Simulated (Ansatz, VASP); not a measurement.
**One calculation of AgCl, two programs**

```
Ag Cl
1.0
     3.43397    0.00000    0.00000
     0.00000    3.43397    0.00000
     0.00000    0.00000    3.43397
Ag Cl
1 1
Direct
  0.00000 0.00000 0.00000
  0.40900 0.50000 0.50000
```

Change from the starting cell: all Cl atoms moved +0.312 Å, as atom 2 towards its neighbour atom 2 (Cl) at 3.434 Å.

Alike in both runs: task single point; functional LDA; k mesh 10 × 10 × 10; occupations gaussian, width 0.03 eV; no spin polarisation.

```csv
,VASP,Ansatz
version,VASP 6.6.1,Ansatz 0.2.0
potentials or method,"VASP PAW LDA potentials, release 64 (Ag, Cl), cutoff 520 eV","scalar-relativistic, plane waves, PAW"
valence electrons in the cell,18,26
```

```csv
,VASP,Ansatz,Ansatz less VASP
gap on the k mesh at the Fermi level (eV),0.29,0.26,-0.027
least direct gap on the mesh (eV),1.58,1.56,-0.025
pressure (GPa),-6.3,-6.3,+0.03
"traceless stress, the component that is largest in VASP (GPa)",-0.24,-0.24,+0.006
rms of the force components (eV/Å),0.052,0.055,+0.0026
```

LDA's correlation is that of Perdew and Zunger in VASP and of Perdew and Wang (1992) in Ansatz. Atom by atom the forces differ by 0.003 eV/Å (rms over components). VASP's potentials hold 18 valence electrons a cell and Ansatz's 26, so a difference there can come from the potentials and not from the codes.
